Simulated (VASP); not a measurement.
# Ta (Im-3m) in VASP: notebook

Runs on Ta. Level: LDA. Tasks: relaxation of cell and atoms, single point.

All numbers are computed with VASP 6.6.1; they aren't measurements. Logs are shortened: lines on timing, memory, paths and dates and some standing lists are left out, and cuts for length are marked.

## Step 1: The cell of the first run

Symmetry: Im-3m, No. 229, cubic system. Conventional cell: a = 3.303 Å, b = 3.303 Å, c = 3.303 Å, α = 90.00°, β = 90.00°, γ = 90.00°. Ta (site symmetry m-3m) has 14 Ta at 2.86 to 3.30 Å within 3.8 Å.

## Step 2: Relaxation of cell and atoms, LDA, target pressure 30 GPa, at which the enthalpy is minimised

The input, INCAR:

```
SYSTEM = Ta
  PREC = Accurate
  ENCUT = 600
  EDIFF = 1E-6
  ISMEAR = 0
  SIGMA = 0.1
  LREAL = .False.
  LASPH = .True.
  NELM = 80
  ALGO = Normal
  ISIF = 3
  LWAVE = .False.
  LCHARG = .False.
  IBRION = 2
  NSW = 60
  EDIFFG = -0.02
  PSTRESS = 300.0
```

The input, KPOINTS:

```
regular mesh
0
Gamma
  7 7 7
  0 0 0
```

The input, POSCAR:

```
Ta
1.0
   -1.6512800000      1.6512800000      1.6512800000
    1.6512800000     -1.6512800000      1.6512800000
    1.6512800000      1.6512800000     -1.6512800000
Ta
1
Direct
    0.0000000000      0.0000000000      0.0000000000
```

Potentials or basis: VASP PAW LDA potentials, release 64 (Ta_pv).

On the command line:

```console
$ cat potpaw_LDA.64/Ta_pv/POTCAR > POTCAR
$ mpirun -np 1 vasp_std > vasp.out
```

OUTCAR:

```text
SYSTEM = Ta
   PREC = Accurate
   ENCUT = 600
   EDIFF = 1E-6
   ISMEAR = 0
   LREAL = .False.
   LASPH = .True.
   NELM = 80
   ISIF = 3
   IBRION = 2
   NSW = 60
   EDIFFG = -0.02
   PSTRESS = 300.0

 ion  position               nearest neighbor table
   1  0.000  0.000  0.000-

  LATTYP: Found a body centered cubic cell.
 ALAT       =     3.3025600000

  Lattice vectors:

 A1 = (  -1.6512800000,   1.6512800000,   1.6512800000)
 A2 = (   1.6512800000,  -1.6512800000,   1.6512800000)
 A3 = (   1.6512800000,   1.6512800000,  -1.6512800000)

Analysis of symmetry for initial positions (statically):
=====================================================================
 Subroutine PRICEL returns:
 Original cell was already a primitive cell.

 Routine SETGRP: Setting up the symmetry group for a
 body centered cubic supercell.

 Subroutine GETGRP returns: Found 48 space group operations
 (whereof 48 operations were pure point group operations)
 out of a pool of 48 trial point group operations.

The static configuration has the point symmetry O_h .

Analysis of symmetry for dynamics (positions and initial velocities):
=====================================================================
 Subroutine PRICEL returns:
 Original cell was already a primitive cell.

 Routine SETGRP: Setting up the symmetry group for a
 body centered cubic supercell.

 Subroutine GETGRP returns: Found 48 space group operations
 (whereof 48 operations were pure point group operations)
 out of a pool of 48 trial point group operations.

The dynamic configuration has the point symmetry O_h .

 Subroutine INISYM returns: Found 48 space group operations
 (whereof 48 operations are pure point group operations),
 and found     1 'primitive' translations

----------------------------------------------------------------------------------------

                                     Primitive cell

  volume of cell :      18.0104

  direct lattice vectors                    reciprocal lattice vectors
    -1.651280000  1.651280000  1.651280000     0.000000000  0.302795407  0.302795407
     1.651280000 -1.651280000  1.651280000     0.302795407  0.000000000  0.302795407
     1.651280000  1.651280000 -1.651280000     0.302795407  0.302795407  0.000000000

  length of vectors
     2.860100858  2.860100858  2.860100858     0.428217371  0.428217371  0.428217371

  position of ions in fractional coordinates (direct lattice)
     0.000000000  0.000000000  0.000000000

  ion indices of the primitive-cell ions
   primitive index   ion index
                 1           1

----------------------------------------------------------------------------------------

 KPOINTS: regular mesh

Automatic generation of k-mesh.
 Grid dimensions read from file:
 generate k-points for:    7    7    7

 Generating k-lattice:

  Cartesian coordinates                     Fractional coordinates (reciprocal lattice)
     0.000000000  0.043256487  0.043256487     0.142857143  0.000000000  0.000000000
     0.043256487  0.000000000  0.043256487     0.000000000  0.142857143  0.000000000
     0.043256487  0.043256487  0.000000000     0.000000000  0.000000000  0.142857143

  Length of vectors
     0.061173910  0.061173910  0.061173910

  Shift w.r.t. Gamma in fractional coordinates (k-lattice)
     0.000000000  0.000000000  0.000000000

 Subroutine IBZKPT returns following result:
 ===========================================

 Found     20 irreducible k-points:

 Following reciprocal coordinates:
            Coordinates               Weight
  0.000000  0.000000  0.000000      1.000000
  0.142857  0.000000  0.000000     12.000000
  0.285714  0.000000  0.000000     12.000000
  0.428571  0.000000  0.000000     12.000000
  0.142857  0.142857  0.000000     24.000000
  0.285714  0.142857  0.000000     48.000000
[... 12 lines left out ...]
 -0.428571 -0.428571  0.285714      8.000000
 -0.428571  0.428571  0.428571      6.000000
   k-points           NKPTS =     20   k-points in BZ     NKDIM =     20   number of bands    NBANDS=      9
   number of dos      NEDOS =    301   number of ions     NIONS =      1
   total plane-waves  NPLWV =  13824
   dimension x,y,z NGX =    24 NGY =   24 NGZ =   24
   dimension x,y,z NGXF=    48 NGYF=   48 NGZF=   48
   ions per type =               1
   NGX,Y,Z   is equivalent  to a cutoff of  13.95, 13.95, 13.95 a.u.
   NGXF,Y,Z  is equivalent  to a cutoff of  27.90, 27.90, 27.90 a.u.
 SYSTEM =  Ta
   PREC   = accura    normal or accurate (medium, high low for compatibility)
   ISTART =      0    job   : 0-new  1-cont  2-samecut
   ICHARG =      2    charge: 1-file 2-atom 10-const
   ISPIN  =      1    spin polarized calculation?
   LNONCOLLINEAR =      F non collinear calculations
   LSORBIT =      F    spin-orbit coupling
   LASPH  =      T    aspherical Exc in radial PAW
   ENCUT  =  600.0 eV  44.10 Ry    6.64 a.u.   5.71  5.71  5.71*2*pi/ulx,y,z
   NELM   =     80;   NELMIN=  2; NELMDL= -5     # of ELM steps
   EDIFF  = 0.1E-05   stopping-criterion for ELM
   LREAL  =      F    real-space projection
   EDIFFG = -.2E-01   stopping-criterion for IOM
   NSW    =     60    number of steps for IOM
   IBRION =      2    ionic relax: 0-MD 1-quasi-New 2-CG
   NFREE  =      1    steps in history (QN), initial steepest desc. (CG)
   ISIF   =      3    stress and relaxation
   ISYM   =      2    0-nonsym 1-usesym 2-fastsym
   POTIM  = 0.5000    time-step for ionic-motion
   TEBEG  =    0.0;   TEEND  =   0.0 temperature during run
   PSTRESS=  300.0 pullay stress
   NELECT =      11.0000    total number of electrons
   NUPDOWN=      -1.0000    fix difference up-down
   EMIN   =  10.00;   EMAX   =-10.00  energy-range for DOS
   EFERMI =   0.00;   METHOD = LEGACY
   ISMEAR =     0;   SIGMA  =   0.10  broadening in eV -4-tet -1-fermi 0-gaus
   EFERMI_NEDOS =   21; number of points for ismear=-14 and -15
   IALGO  =     38    algorithm
   IMIX   =      4    mixing-type and parameters
     AMIX     =   0.40;   BMIX     =  1.00
     AMIX_MAG =   1.60;   BMIX_MAG =  1.00
  volume/ion in A,a.u.               =      18.01       121.54
  Fermi-wavevector in a.u.,A,eV,Ry     =   1.388988  2.624806 26.249534  1.929286
  Thomas-Fermi vector in A             =   2.513061
   LORBIT       =      0    0 simple, 1 ext, 2 COOP (PROOUT), +10 PAW based schemes
   GGA     = CA    functional components
   LHFCALC =     F    Hartree Fock is set to
   AEXX    =    0.0000 exact exchange contribution
   IVDW    =     0    specifies the selected vdW correction
   LEPSILON=     F    determine dielectric tensor
   LRPA    =     F    only Hartree local field effects (RPA)
 conjugate gradient relaxation of ions
 non-spin polarized calculation
 Gauss-broadening in eV      SIGMA  =   0.10
  energy-cutoff  :      600.00
  volume of cell :       18.01
 maximum number of plane-waves:       610
   NGX = 11   NGY = 11   NGZ = 11

--------------------------------------- Ionic step        1  -------------------------------------------

 number of electron      11.0000002 magnetization

 Free energy of the ion-electron system (eV)
  ---------------------------------------------------
  ext. energy  EPLUGINS =         0.00000000
  ---------------------------------------------------
  free energy    TOTEN  =       -12.83155770 eV

  energy without entropy =      -12.82860635  energy(sigma->0) =      -12.83008202

------------------------ aborting loop because EDIFF is reached ----------------------------------------

  FORCE on cell =-STRESS in cart. coord.  units (eV):
  Direction    XX          YY          ZZ          XY          YZ          ZX
  --------------------------------------------------------------------------------------
  -------------------------------------------------------------------------------------
  Total       -0.7889248     -0.7889248     -0.7889248      0.0000000     -0.0000000      0.0000000
  in kB      -70.1817270    -70.1817270    -70.1817270      0.0000000     -0.0000000      0.0000000
  external PRESSURE =    -370.1817270 kB  Pullay stress =     300.0000000 kB
[... 22 lines left out ...]
  enthalpy is  TOTEN    =        -9.4592062689 eV   P V=        3.3723514329

--------------------------------------- Ionic step        2  -------------------------------------------

 number of electron      11.0000001 magnetization

 E-fermi :  13.6669     XC(G=0): -16.5980

 val. band max:       13.1265638245   @ k =   0.2857   0.2857   0.1429
 cond. band min:      13.6856187657   @ k =   0.2857   0.2857   0.0000
 fundamental gap:      0.5590549412
 Fermi energy:        13.6669407538

 k-point     1 :       0.0000    0.0000    0.0000
  band No.  band energies     occupation
      1     -17.4974      2.00000
      2     -17.4974      2.00000
      3     -17.4974      2.00000
      4       3.9861      2.00000
      5      12.3676      2.00000
      6      12.3676      2.00000
      7      12.3676      2.00000
      8      18.5881      0.00000
      9      18.5881      0.00000
[... 334 lines left out ...]
  enthalpy is  TOTEN    =        -9.7613743777 eV   P V=        2.9422445101

--------------------------------------- Ionic step        5  -------------------------------------------

 number of electron      11.0000001 magnetization

 Free energy of the ion-electron system (eV)
  ---------------------------------------------------
  ext. energy  EPLUGINS =         0.00000000
  ---------------------------------------------------
  free energy    TOTEN  =       -12.67880929 eV

  energy without entropy =      -12.66575400  energy(sigma->0) =      -12.67228165

 E-fermi :   6.5169     XC(G=0): -13.5561

 val. band max:        6.5144890072   @ k =   0.2857   0.1429   0.1429
 cond. band min:       6.5354102330   @ k =   0.2857   0.0000   0.0000
 fundamental gap:      0.0209212257
 Fermi energy:         6.5168613750

 k-point     1 :       0.0000    0.0000    0.0000
  band No.  band energies     occupation
      1     -25.6781      2.00000
      2     -25.6781      2.00000
      3     -25.6781      2.00000
      4      -1.6813      2.00000
      5       7.2901      0.00000
      6       7.2901      0.00000
      7       7.2901      0.00000
      8      11.1064      0.00000
      9      11.1064      0.00000
[... 254 lines left out ...]
  FREE ENERGIE OF THE ION-ELECTRON SYSTEM (eV)
  ---------------------------------------------------
  free  energy   TOTEN  =       -12.6788092870 eV

  energy  without entropy=      -12.6657540033  energy(sigma->0) =      -12.67228165

  enthalpy is  TOTEN    =        -9.7625047536 eV   P V=        2.9163045334

 reached required accuracy - stopping structural energy minimisation
```

Wall time 5.1 s (1 thread of Intel Xeon 6975P-C (Granite Rapids), shared host); peak memory 0.14 GiB.

Results:

```yaml
Free_energy: -12.6788 eV
Relaxed_volume: 15.57 Å³/atom
Relaxed_cell: a = 2.725 Å, b = 2.725 Å, c = 2.725 Å, α = 109.47°, β = 109.47°, γ = 109.47°
Space_group_after_relaxing_to_0.05_Å: Im-3m (No. 229)
Energy_change_on_relaxing_the_enthalpy_is_what_falls: +152.7 meV/atom
Ionic_steps: 5
Pressure_after_relaxing: 30.0 GPa
```

The path:
```csv
step,energy change (eV),largest force (eV/Å),pressure (GPa),volume (Å³)
1,0.0000,0.0000,-7.02,18.01
2,6.7812,0.0000,461.03,9.20
3,0.0992,0.0000,24.26,15.89
4,0.1279,0.0000,27.44,15.71
5,0.1527,0.0000,29.96,15.57
```

Final structure:
```
Ta
1.0
    -1.57321    1.57321    1.57321
     1.57321   -1.57321    1.57321
     1.57321    1.57321   -1.57321
Ta
1
Direct
  0.00000 0.00000 0.00000
```

Levels at points of the mesh, in eV from the Fermi level:
```tsv
k point	band 3	band 4	band 5	band 6	band 7	band 8
(0.00, 0.00, 0.00)	-32.19	-8.20	0.77	0.77	0.77	4.59
```

Caveat: the k points lie up to 0.40 Å⁻¹ apart in the final cell; the cell is relaxed towards a set pressure, so the enthalpy falls and the energy may rise; spin-orbit coupling is left out, which moves the levels of the heavy elements. LDA usually gives volumes a few per cent too small.

## Step 3: Single point, LDA

This run uses another cell than the first one, of 16.68 Å³/atom, 0.926 times its volume.

The input, INCAR:

```
SYSTEM = Ta
PREC = Accurate ; ENCUT = 500
EDIFF = 1E-6 ; ISMEAR = 0
SIGMA = 0.1 ; LREAL = .False.
LASPH = .True. ; NELM = 120
ALGO = Normal ; ISIF = 2
LWAVE = .False. ; LCHARG = .True.
GGA = CA ; LELF = .True.
LVHAR = .True. ; NBANDS = 12
GGA_COMPAT = .False.
```

KPOINTS is that of step 2.

The input, POSCAR:

```
Ta
1.0
   -1.6096664213      1.6096664213      1.6096664213
    1.6096664213     -1.6096664213      1.6096664213
    1.6096664213      1.6096664213     -1.6096664213
Ta
1
Direct
    0.0000000000      0.0000000000      0.0000000000
```

Potentials or basis: VASP PAW LDA potentials, release 64 (Ta_sv_GW).

On the command line:

```console
$ cat potpaw_LDA.64/Ta_sv_GW/POTCAR > POTCAR
$ mpirun -np 1 vasp_std > vasp.out
```

Wall time 5.5 s (1 thread of AMD EPYC 9R45 (Zen 5), shared host); peak memory 0.09 GiB.

Results (log left out):

- Free energy: -15.3082 eV
- Pressure: 9.5 GPa

Levels at points of the mesh, in eV from the Fermi level:
```
           k point  band 2  band 3  band 4  band 5  band 6  band 7  band 8  band 9  band 10  band 11
(0.00, 0.00, 0.00)  -32.48  -32.48  -32.48   -7.92    0.81    0.81    0.81    4.36     4.36    15.17
```

Caveat: the k points lie up to 0.39 Å⁻¹ apart; spin-orbit coupling is left out, which moves the levels of the heavy elements.
